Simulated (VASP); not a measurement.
Set up this calculation in VASP 6.6.1, as the native input.

```yaml
Task: single point
Functional: PBEsol
Potentials_or_basis: VASP PAW PBE potentials, release 64 (Au)
Cutoff: 520 eV
k_mesh: 22 × 22 × 22
Occupations: gaussian, width 0.15 eV
Spin: no spin polarisation
Dipole_correction: no
Further_INCAR_settings: ALGO = Fast; EDIFF = 1e-06; NBANDS = 12
```

The structure of Au lies in POSCAR:

```
Au
1.0
    0.0000000000      2.0735240303      1.9905830691
    2.0735240303      0.0000000000      1.9905830691
    2.0735240303      2.0735240303      0.0000000000
Au
1
Direct
    0.0000000000      0.0000000000      0.0000000000
```

This cell differs from its parent crystal: ratio of the length along z to the lengths across it x 0.96, volume and fractional coordinates fixed.

The input as run:

INCAR

```
ALGO = Fast
EDIFF = 1E-6
ENCUT = 520
GGA = PS
ISIF = 2
ISMEAR = 0
LASPH = T
LCHARG = T
LELF = T
LREAL = F
LVHAR = T
LWAVE = F
NBANDS = 12
NELM = 80
PREC = Accurate
SIGMA = 0.15
```

KPOINTS

```
k-points
0
Gamma
  22 22 22
```

Potentials or basis: VASP PAW PBE potentials, release 64 (Au).

The run is started by

```sh
$ cat potpaw_PBE.64/Au/POTCAR > POTCAR
$ mpirun -np 1 vasp_std > vasp.out
```

It gave:

```yaml
Pressure: -1.2 GPa
Band_gap_on_the_k_mesh: zero (an odd number of electrons rules out a gap without spin polarisation)
```

Caveat: the PAW data sets were made with another functional, which shifts forces and pressure a little; spin-orbit coupling is left out, which moves the levels of the heavy elements.

It took 89 s on 1 thread of AMD EPYC 9R45 96-Core Processor (Zen 5), with other jobs on the host, peak memory 0.25 GiB.
